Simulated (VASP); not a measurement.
## C: single point with PBE+D3(BJ)

The system is C.

```xyz
2
Lattice="1.2325 0.7116 3.3614 -1.2325 0.7116 3.3614 0.0000 -1.4232 3.3614" Properties=species:S:1:pos:R:3 pbc="T T T"
C     0.0000    0.0300    1.6563
C     0.0000   -0.0300    8.4279
```

This cell differs from its parent crystal: atoms displaced along several vibrational modes.

```yaml
Program: VASP 6.6.1
Task: single point
Functional: PBE
Dispersion: D3(BJ)
Potentials_or_basis: VASP PAW PBE potentials, release 64 (C)
Cutoff: 520 eV
k_mesh: 15 × 15 × 15
Occupations: gaussian, width 0.05 eV
Spin: no spin polarisation
```

| Item | Value |
| --- | --- |
| Pressure | 1.8 GPa |
| Largest force | 3.077 eV/Å |
| Dispersion energy per atom | -0.156 eV |

Forces on the atoms (eV/Å):
```
C    0.000 -2.979  0.771
C    0.000  2.979 -0.771
```

Stress tensor (GPa, compression positive):
```
 8.74  0.00  0.00
 0.00 -2.91  1.32
 0.00  1.32 -0.44
```

It took 7 min on 1 thread of Intel Xeon 8259CL (shared host), peak memory 0.28 GiB.

Caveat: the cell differs from its parent crystal (atoms displaced along several vibrational modes); the stress differs along the axes, from -3 to 9 GPa; forces of over 1 eV/Å act on the atoms, so gaps and moduli don't describe the material at rest.
